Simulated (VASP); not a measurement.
Te: relaxation of cell and atoms with PBEsol

Crystal: Te.

```xyz
1
Lattice="0.0000 2.4339 2.4339 2.4339 0.0000 2.4339 2.4339 2.4339 0.0000" Properties=species:S:1:pos:R:3 pbc="T T T"
Te    0.0000    0.0000    0.0000
```

| Quantity | Value |
| --- | --- |
| Program | VASP 6.6.1 |
| Task | relaxation of cell and atoms |
| Functional | PBEsol |
| Potentials or basis | VASP PAW PBE potentials, release 64 (Te) |
| Cutoff | 600 eV |
| k mesh | 11 × 11 × 11 |
| Occupations | fermi-dirac, width 0.1 eV |
| Spin | no spin polarisation |
| Dipole correction | no |
| Further INCAR settings | ALGO = Normal; EDIFF = 1e-07; IBRION = 2; EDIFFG = -0.01; NSW = 80; ISIF = 3 |

The relaxed volume is 26.82 Å³/atom, the relaxed cell is a = 3.360 Å, b = 3.360 Å, c = 3.360 Å, α = 60.00°, β = 60.00°, γ = 60.00° and the space group after relaxing (to 0.05 Å) is Fm-3m (No. 225). The energy gained by relaxing is 27.0 meV/atom and the ionic steps are 3. The pressure after relaxing is 0.0 GPa. The band gap on the k mesh is zero (band 3 reaches 11.82 eV, above the bottom of band 4 at 6.57 eV).

The path:
```csv
step,energy change (eV),largest force (eV/Å),pressure (GPa),volume (Å³)
1,0.0000,0.0000,-3.99,28.84
2,-0.0207,0.0000,2.36,25.94
3,-0.0270,0.0000,0.00,26.82
```

Final structure:
```
Te
1.0
     0.00000    2.37582    2.37582
     2.37582    0.00000    2.37582
     2.37582    2.37582    0.00000
Te
1
Direct
  0.00000 0.00000 0.00000
```

Levels at points of the mesh, in eV from the Fermi level:
```csv
k point,band 1,band 2,band 3,band 4,band 5,band 6,band 7
"(0.00, 0.00, 0.00)",-14.30,3.36,3.36,3.36,9.64,9.64,9.64
```

Run time: 56 s on 1 thread of Intel Xeon 6975P-C (shared host), peak memory 0.17 GiB.

Caveat: the PAW data sets were made with another functional, which shifts forces and pressure a little; spin-orbit coupling is left out, which moves the levels of the heavy elements.
